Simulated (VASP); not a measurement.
# SnO (F-43m) in VASP: a series of runs

Runs on SnO. Level: LDA. Tasks: single point.

Everything below comes from runs of VASP 6.6.1. Logs are shortened: lines on timing, memory, paths and dates and some standing lists are left out, and cuts for length are marked.

## 1. The cell of the first run

The structure is cubic, space group F-43m (No. 216). Conventional cell: a = 5.155 Å, b = 5.155 Å, c = 5.155 Å, α = 90.00°, β = 90.00°, γ = 90.00°. Sn (site symmetry -43m) has 4 O at 2.23 Å within 3.0 Å. Within 3.0 Å of O (site symmetry -43m) lie 4 Sn at 2.23 Å.

## 2. Single point, LDA

Input file INCAR:

```
ALGO = Normal
EDIFF = 1E-6
ENCUT = 520
GGA = CA
ISIF = 2
ISMEAR = 0
LASPH = T
LCHARG = F
LREAL = F
LWAVE = F
NBANDS = 17
NELM = 60
PREC = Accurate
SIGMA = 0.05
```

Input file KPOINTS:

```
k-points
0
Gamma
  6 6 6
```

Input file POSCAR:

```
SnO
1.0
    0.0000000000      2.5772916017      2.5772916017
    2.5772916017      0.0000000000      2.5772916017
    2.5772916017      2.5772916017      0.0000000000
Sn O
1 1
Direct
    0.0000000000      0.0000000000      0.0000000000
    0.2500000000      0.2500000000      0.2500000000
```

Potentials or basis: VASP PAW LDA potentials, release 64 (Sn_d, O).

Launch:

```console
$ cat potpaw_LDA.64/Sn_d/POTCAR potpaw_LDA.64/O/POTCAR > POTCAR
$ mpirun -np 1 vasp_std > vasp.out
```

OUTCAR:

```text
EDIFF = 1E-6
   ENCUT = 520
   GGA = CA
   ISIF = 2
   ISMEAR = 0
   LASPH = T
   LREAL = F
   NELM = 60
   PREC = Accurate

 ion  position               nearest neighbor table
   1  0.000  0.000  0.000-   2 2.23   2 2.23   2 2.23   2 2.23
   2  0.250  0.250  0.250-   1 2.23   1 2.23   1 2.23   1 2.23

  LATTYP: Found a face centered cubic cell.
 ALAT       =     5.1545832034

  Lattice vectors:

 A1 = (   0.0000000000,   2.5772916017,   2.5772916017)
 A2 = (   2.5772916017,   0.0000000000,   2.5772916017)
 A3 = (   2.5772916017,   2.5772916017,   0.0000000000)

Analysis of symmetry for initial positions (statically):
=====================================================================
 Subroutine PRICEL returns:
 Original cell was already a primitive cell.

 Routine SETGRP: Setting up the symmetry group for a
 face centered cubic supercell.

 Subroutine GETGRP returns: Found 24 space group operations
 (whereof 24 operations were pure point group operations)
 out of a pool of 48 trial point group operations.

The static configuration has the point symmetry T_d .

Analysis of symmetry for dynamics (positions and initial velocities):
=====================================================================
 Subroutine PRICEL returns:
 Original cell was already a primitive cell.

 Routine SETGRP: Setting up the symmetry group for a
 face centered cubic supercell.

 Subroutine GETGRP returns: Found 24 space group operations
 (whereof 24 operations were pure point group operations)
 out of a pool of 48 trial point group operations.

The dynamic configuration has the point symmetry T_d .

 Subroutine INISYM returns: Found 24 space group operations
 (whereof 24 operations are pure point group operations),
 and found     1 'primitive' translations

----------------------------------------------------------------------------------------

                                     Primitive cell

  volume of cell :      34.2390

  direct lattice vectors                    reciprocal lattice vectors
     0.000000000  2.577291602  2.577291602    -0.194002107  0.194002107  0.194002107
     2.577291602  0.000000000  2.577291602     0.194002107 -0.194002107  0.194002107
     2.577291602  2.577291602  0.000000000     0.194002107  0.194002107 -0.194002107

  length of vectors
     3.644840737  3.644840737  3.644840737     0.336021505  0.336021505  0.336021505

  position of ions in fractional coordinates (direct lattice)
     0.000000000  0.000000000  0.000000000
     0.250000000  0.250000000  0.250000000

  ion indices of the primitive-cell ions
   primitive index   ion index
                 1           1
                 2           2

----------------------------------------------------------------------------------------

 KPOINTS: k-points

Automatic generation of k-mesh.
 Grid dimensions read from file:
 generate k-points for:    6    6    6

 Generating k-lattice:

  Cartesian coordinates                     Fractional coordinates (reciprocal lattice)
    -0.032333684  0.032333684  0.032333684     0.166666667  0.000000000  0.000000000
     0.032333684 -0.032333684  0.032333684     0.000000000  0.166666667  0.000000000
     0.032333684  0.032333684 -0.032333684     0.000000000  0.000000000  0.166666667

  Length of vectors
     0.056003584  0.056003584  0.056003584

  Shift w.r.t. Gamma in fractional coordinates (k-lattice)
     0.000000000  0.000000000  0.000000000

 Subroutine IBZKPT returns following result:
 ===========================================

 Found     16 irreducible k-points:

 Following reciprocal coordinates:
            Coordinates               Weight
  0.000000  0.000000  0.000000      1.000000
  0.166667  0.000000  0.000000      8.000000
  0.333333  0.000000  0.000000      8.000000
  0.500000  0.000000  0.000000      4.000000
  0.166667  0.166667  0.000000      6.000000
  0.333333  0.166667  0.000000     24.000000
[... 8 lines left out ...]
 -0.333333  0.333333  0.166667     24.000000
 -0.333333  0.500000  0.166667     12.000000
   k-points           NKPTS =     16   k-points in BZ     NKDIM =     16   number of bands    NBANDS=     17
   number of dos      NEDOS =    301   number of ions     NIONS =      2
   total plane-waves  NPLWV =  21952
   dimension x,y,z NGX =    28 NGY =   28 NGZ =   28
   dimension x,y,z NGXF=    56 NGYF=   56 NGZF=   56
   ions per type =               1   1
   NGX,Y,Z   is equivalent  to a cutoff of  12.77, 12.77, 12.77 a.u.
   NGXF,Y,Z  is equivalent  to a cutoff of  25.54, 25.54, 25.54 a.u.
 SYSTEM =  unknown system
   PREC   = accura    normal or accurate (medium, high low for compatibility)
   ISTART =      0    job   : 0-new  1-cont  2-samecut
   ICHARG =      2    charge: 1-file 2-atom 10-const
   ISPIN  =      1    spin polarized calculation?
   LNONCOLLINEAR =      F non collinear calculations
   LSORBIT =      F    spin-orbit coupling
   LASPH  =      T    aspherical Exc in radial PAW
   ENCUT  =  520.0 eV  38.22 Ry    6.18 a.u.   6.78  6.78  6.78*2*pi/ulx,y,z
   NELM   =     60;   NELMIN=  2; NELMDL= -5     # of ELM steps
   EDIFF  = 0.1E-05   stopping-criterion for ELM
   LREAL  =      F    real-space projection
   EDIFFG = 0.1E-04   stopping-criterion for IOM
   NSW    =      0    number of steps for IOM
   IBRION =     -1    ionic relax: 0-MD 1-quasi-New 2-CG
   NFREE  =      0    steps in history (QN), initial steepest desc. (CG)
   ISIF   =      2    stress and relaxation
   ISYM   =      2    0-nonsym 1-usesym 2-fastsym
   POTIM  = 0.5000    time-step for ionic-motion
   TEBEG  =    0.0;   TEEND  =   0.0 temperature during run
   PSTRESS=    0.0 pullay stress
   NELECT =      20.0000    total number of electrons
   NUPDOWN=      -1.0000    fix difference up-down
   EMIN   =  10.00;   EMAX   =-10.00  energy-range for DOS
   EFERMI =   0.00;   METHOD = LEGACY
   ISMEAR =     0;   SIGMA  =   0.05  broadening in eV -4-tet -1-fermi 0-gaus
   EFERMI_NEDOS =   21; number of points for ismear=-14 and -15
   IALGO  =     38    algorithm
   IMIX   =      4    mixing-type and parameters
     AMIX     =   0.40;   BMIX     =  1.00
     AMIX_MAG =   1.60;   BMIX_MAG =  1.00
  volume/ion in A,a.u.               =      17.12       115.53
  Fermi-wavevector in a.u.,A,eV,Ry     =   1.368499  2.586089 25.480862  1.872791
  Thomas-Fermi vector in A             =   2.494458
   LORBIT       =      0    0 simple, 1 ext, 2 COOP (PROOUT), +10 PAW based schemes
   GGA     = CA    functional components
   LHFCALC =     F    Hartree Fock is set to
   AEXX    =    0.0000 exact exchange contribution
   IVDW    =     0    specifies the selected vdW correction
   LEPSILON=     F    determine dielectric tensor
   LRPA    =     F    only Hartree local field effects (RPA)
 non-spin polarized calculation
 Gauss-broadening in eV      SIGMA  =   0.05
  energy-cutoff  :      520.00
  volume of cell :       34.24
 maximum number of plane-waves:       941
   NGX = 13   NGY = 13   NGZ = 13

 number of electron      19.9999996 magnetization

 Free energy of the ion-electron system (eV)
  ---------------------------------------------------
  ext. energy  EPLUGINS =         0.00000000
  ---------------------------------------------------
  free energy    TOTEN  =       -11.69922989 eV

  energy without entropy =      -11.69647323  energy(sigma->0) =      -11.69785156

 E-fermi :   7.9335     XC(G=0): -10.8240

 val. band max:        7.9316338452   @ k =  -0.3333   0.5000   0.1667
 cond. band min:       7.9596641804   @ k =  -0.3333   0.5000   0.1667
 fundamental gap:      0.0280303352
 Fermi energy:         7.9334673610

 k-point     1 :       0.0000    0.0000    0.0000
  band No.  band energies     occupation
      1     -14.2360      2.00000
      2     -14.2360      2.00000
      3     -14.2360      2.00000
      4     -14.1323      2.00000
      5     -14.1323      2.00000
      6     -12.3481      2.00000
[... 9 lines left out ...]
     16      19.5056      0.00000
     17      19.5056      0.00000

 k-point     2 :       0.1667    0.0000    0.0000
  band No.  band energies     occupation
      1     -14.3249      2.00000
      2     -14.2222      2.00000
      3     -14.2222      2.00000
      4     -14.1313      2.00000
      5     -14.1313      2.00000
      6     -12.0868      2.00000
[... 9 lines left out ...]
     16      18.6554      0.00000
     17      20.1518      0.00000

 k-point     3 :       0.3333    0.0000    0.0000
  band No.  band energies     occupation
      1     -14.4717      2.00000
      2     -14.2072      2.00000
      3     -14.2072      2.00000
      4     -14.1164      2.00000
      5     -14.1164      2.00000
      6     -11.5497      2.00000
[... 9 lines left out ...]
     16      18.7395      0.00000
     17      21.8674      0.00000

 k-point     4 :       0.5000    0.0000    0.0000
  band No.  band energies     occupation
      1     -14.5351      2.00000
      2     -14.2061      2.00000
      3     -14.2061      2.00000
      4     -14.1023      2.00000
      5     -14.1023      2.00000
      6     -11.2616      2.00000
[... 9 lines left out ...]
     16      19.3314      0.00000
     17      21.3364      0.00000
[... 183 lines left out ...]
      1     -14.5513      2.00000
      2     -14.1873      2.00000
      3     -14.1639      2.00000
      4     -14.1401      2.00000
      5     -14.1080      2.00000
      6     -11.2183      2.00000
[... 9 lines left out ...]
     16      20.8978      0.00000
     17      23.3549      0.00000

 k-point    15 :      -0.3333    0.3333    0.1667
  band No.  band energies     occupation
      1     -14.5787      2.00000
      2     -14.1920      2.00000
      3     -14.1578      2.00000
      4     -14.1299      2.00000
      5     -14.1111      2.00000
      6     -11.0280      2.00000
[... 9 lines left out ...]
     16      21.6322      0.00000
     17      22.8873      0.00000

 k-point    16 :      -0.3333    0.5000    0.1667
  band No.  band energies     occupation
      1     -14.6088      2.00000
      2     -14.1759      2.00000
      3     -14.1621      2.00000
      4     -14.1150      2.00000
      5     -14.1065      2.00000
      6     -10.9588      2.00000
[... 9 lines left out ...]
     16      20.9436      0.00000
     17      23.0759      0.00000

------------------------ aborting loop because EDIFF is reached ----------------------------------------

  FORCE on cell =-STRESS in cart. coord.  units (eV):
  Direction    XX          YY          ZZ          XY          YZ          ZX
  --------------------------------------------------------------------------------------
  -------------------------------------------------------------------------------------
  Total        1.8241534      1.8241534      1.8241534      0.0000000      0.0000000      0.0000000
  in kB       85.3593818     85.3593818     85.3593818      0.0000000      0.0000000      0.0000000
  external PRESSURE =      85.3593818 kB  Pullay stress =       0.0000000 kB

 VOLUME and BASIS-vectors are now :
 -----------------------------------------------------------------------------
  energy-cutoff  :      520.00
  volume of cell :       34.24
      direct lattice vectors                 reciprocal lattice vectors
     0.000000000  2.577291602  2.577291602    -0.194002107  0.194002107  0.194002107
     2.577291602  0.000000000  2.577291602     0.194002107 -0.194002107  0.194002107
     2.577291602  2.577291602  0.000000000     0.194002107  0.194002107 -0.194002107

 POSITION                                       TOTAL-FORCE (eV/Angst)
 -----------------------------------------------------------------------------------
      0.00000      0.00000      0.00000        -0.000000     -0.000000     -0.000000
      1.28865      1.28865      1.28865         0.000000      0.000000      0.000000
 -----------------------------------------------------------------------------------
    total drift:                               -0.000000     -0.000000     -0.000000

  FREE ENERGIE OF THE ION-ELECTRON SYSTEM (eV)
  ---------------------------------------------------
  free  energy   TOTEN  =       -11.6992298869 eV

  energy  without entropy=      -11.6964732262  energy(sigma->0) =      -11.69785156
```

Wall time 6.2 s (1 thread of AMD EPYC 9R45 (Zen 5), shared host); peak memory 0.11 GiB.

Results:

| Quantity | Value |
| --- | --- |
| Free energy | -11.6992 eV |
| Pressure | 8.5 GPa |
| Band gap on the k mesh | zero (bands 10 and 11 overlap by 0.13 eV) |

Caveat: the cell stands under pressure; semilocal functionals underestimate gaps, so a narrow gap can read as zero; spin-orbit coupling is left out, which moves the levels of the heavy elements.

## 3. Single point, LDA

This run uses another cell than the first one, of 18.35 Å³/atom.

Input file INCAR:

```
SYSTEM = SnO
PREC = Accurate
ENCUT = 520
EDIFF = 1E-6
ISMEAR = 0
SIGMA = 0.05
LREAL = .FALSE.
LASPH = .TRUE.
NELM = 80
ALGO = Normal
ISIF = 2
LWAVE = .FALSE.
LCHARG = .TRUE.
GGA = CA
LELF = .TRUE.
LVHAR = .TRUE.
NBANDS = 17
```

Input file KPOINTS:

```
Automatic mesh
0
G
  6 6 6
  0 0 0
```

Input file POSCAR:

```
SnO
1.0
    0.0000000000      2.6374170784      2.6374170784
    2.6374170784      0.0000000000      2.6374170784
    2.6374170784      2.6374170784      0.0000000000
Sn O
1 1
Direct
    0.0000000000      0.0000000000      0.0000000000
    0.2500000000      0.2500000000      0.2500000000
```

Potentials or basis: VASP PAW LDA potentials, release 64 (Sn_d, O).

Launch:

```console
$ cat potpaw_LDA.64/Sn_d/POTCAR potpaw_LDA.64/O/POTCAR > POTCAR
$ mpirun -np 1 vasp_std > vasp.out
```

It took 6.9 s on 1 thread of AMD EPYC 9R45 (Zen 5), shared host; peak memory 0.11 GiB.

It converged, with:

```yaml
Free_energy: -11.7917 eV
Pressure: 2.9 GPa
Band_gap_on_the_k_mesh: zero (bands 10 and 11 overlap by 0.16 eV)
```

Levels at points of the mesh, in eV from the Fermi level:
```csv
k point,band 7,band 8,band 9,band 10,band 11,band 12,band 13,band 14
"(0.00, 0.00, 0.00)",-6.51,-4.25,-4.25,-4.25,4.43,4.43,4.43,9.37
"(0.50, 0.00, 0.00)",-8.77,-4.73,-4.73,-2.60,1.44,4.57,4.57,8.48
"(0.50, 0.50, 0.00)",-8.52,-5.57,-5.57,-1.05,-0.18,5.04,5.30,5.30
```

Caveat: semilocal functionals underestimate gaps, so a narrow gap can read as zero; spin-orbit coupling is left out, which moves the levels of the heavy elements.

[end of part 1 of 2]
